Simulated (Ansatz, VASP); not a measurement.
**Rh: VASP beside Ansatz**

```
CELL_PARAMETERS angstrom
0.00000 1.95232 1.95232
1.95232 0.00000 1.95232
1.95232 1.95232 0.00000
ATOMIC_POSITIONS crystal
Rh 0.00000 0.00000 0.00000
```

Alike in both runs: task single point; functional PBE; k mesh 24 × 24 × 24; occupations gaussian, width 0.1 eV; no spin polarisation.

```csv
,VASP,Ansatz
version,VASP 6.6.1,Ansatz 0.2.0
potentials or method,"VASP PAW PBE potentials, release 64 (Rh_pv), cutoff 520 eV","scalar-relativistic, plane waves, PAW"
valence electrons in the cell,15,17
```

```csv
,VASP,Ansatz,Ansatz less VASP
gap on the k mesh at the Fermi level (eV),none,none,-
pressure (GPa),-12.8,-12.8,-0.04
```

A gap of «none» marks a metal or a gap that the smearing closes. With one functional, cell and mesh, what is left measures potentials, basis and numerics. VASP's potentials hold 15 valence electrons a cell and Ansatz's 17, so a difference there can come from the potentials and not from the codes.
